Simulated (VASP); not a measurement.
Input of a VASP 6.6.1 run:

INCAR

```
SYSTEM = Pb
PREC = Accurate
ENCUT = 520
EDIFF = 1E-6
ISMEAR = -1
SIGMA = 0.05
LREAL = .FALSE.
LASPH = .TRUE.
NELM = 100
ALGO = Normal
ISIF = 2
LWAVE = .FALSE.
LCHARG = .FALSE.
GGA = PE
NBANDS = 21
```

File KPOINTS:

```
Automatic mesh
0
G
  8 8 8
  0 0 0
```

File POSCAR:

```
Pb
1.0
    0.0000000000      3.4168854378      3.4168854378
    3.4168854378      0.0000000000      3.4168854378
    3.4168854378      3.4168854378      0.0000000000
Pb
2
Direct
   -0.2825000000     -0.0725000000     -0.0725000000
    0.2825000000      0.0725000000      0.0725000000
```

Potentials or basis: VASP PAW PBE potentials, release 64 (Pb_d).

Run with:

```sh
$ cat potpaw_PBE.64/Pb_d/POTCAR > POTCAR
$ mpirun -np 1 vasp_std > vasp.out
```

Predict the pressure.

82.1 GPa.

What does it give for the largest force?

71.237 eV/Å.

What does it give for the band gap on the k mesh?

Zero (bands 14 and 15 overlap by 0.22 eV).

Stress tensor (GPa, compression positive):
```
 82.09 -81.38 -81.38
-81.38  82.09  81.38
-81.38  81.38  82.09
```

Caveat: the cell differs from its parent crystal (shortest bond scaled by 0.58); atoms lie so close that the PAW spheres overlap strongly, which falsifies energies and pressures; the cell stands under pressure; spin-orbit coupling is left out, which moves the levels of the heavy elements; forces of over 1 eV/Å act on the atoms, so gaps and moduli don't describe the material at rest.
